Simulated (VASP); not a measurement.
## InP: relaxation of cell and atoms with PBE

InP:

```xyz
2
Lattice="0.0000 2.9305 2.9305 2.9305 0.0000 2.9305 2.9305 2.9305 0.0000" Properties=species:S:1:pos:R:3 pbc="T T T"
In    0.0000    0.0000    0.0000
P     1.4653    1.4653    1.4653
```

```json
{
  "Program": "VASP 6.6.1",
  "Task": "relaxation of cell and atoms",
  "Functional": "PBE",
  "Potentials or basis": "VASP PAW PBE potentials, release 64 (In_d, P)",
  "Cutoff": "600 eV",
  "k mesh": "8 × 8 × 8",
  "Occupations": "gaussian, width 0.02 eV",
  "Spin": "no spin polarisation",
  "Dipole correction": "no",
  "Further INCAR settings": "ALGO = Normal; EDIFF = 1e-06; IBRION = 2; EDIFFG = -0.01; NSW = 100; ISIF = 3"
}
```

| Quantity | Value |
| --- | --- |
| Relaxed volume | 26.44 Å³/atom |
| Relaxed cell | a = 4.213 Å, b = 4.213 Å, c = 4.213 Å, α = 60.00°, β = 60.00°, γ = 60.00° |
| Space group after relaxing (to 0.05 Å) | F-43m (No. 216) |
| Energy gained by relaxing | 12.5 meV/atom |
| Ionic steps | 3 |
| Pressure after relaxing | 0.0 GPa |
| Band gap on the k mesh | 0.44 eV, direct |

The path:
| step | energy change (eV) | largest force (eV/Å) | pressure (GPa) | volume (Å³) |
| --- | --- | --- | --- | --- |
| 1 | 0.0000 | 0.0000 | 3.30 | 50.33 |
| 2 | -0.0192 | 0.0000 | -1.39 | 54.20 |
| 3 | -0.0251 | 0.0000 | 0.01 | 52.88 |

Final structure:
```cif
data_structure
_symmetry_space_group_name_H-M 'P 1'
_symmetry_Int_Tables_number 1
_cell_length_a 4.2132
_cell_length_b 4.2132
_cell_length_c 4.2132
_cell_angle_alpha 60.000
_cell_angle_beta 60.000
_cell_angle_gamma 60.000
_cell_volume 52.88
loop_
_atom_site_label
_atom_site_type_symbol
_atom_site_fract_x
_atom_site_fract_y
_atom_site_fract_z
_atom_site_occupancy
In1 In 0.00000 0.00000 0.00000 1
P1 P 0.25000 0.25000 0.25000 1
```

Levels at points of the mesh, in eV from the valence-band top:
```tsv
k point	band 6	band 7	band 8	band 9	band 10	band 11	band 12	band 13
(0.00, 0.00, 0.00)	-11.19	0.00	0.00	0.00	0.44	4.09	4.09	4.09
(0.50, 0.00, 0.00)	-9.62	-5.48	-0.90	-0.90	1.38	4.80	4.80	6.99
(0.50, 0.50, 0.00)	-9.03	-5.54	-2.16	-2.16	1.84	2.26	8.91	9.26
```

Wall time 58 s on 1 thread of Intel Xeon 6975P-C, with other jobs on the host, peak memory 0.23 GiB.

Caveat: spin-orbit coupling is left out, which moves the levels of the heavy elements. PBE usually gives volumes a little too large and moduli too small.
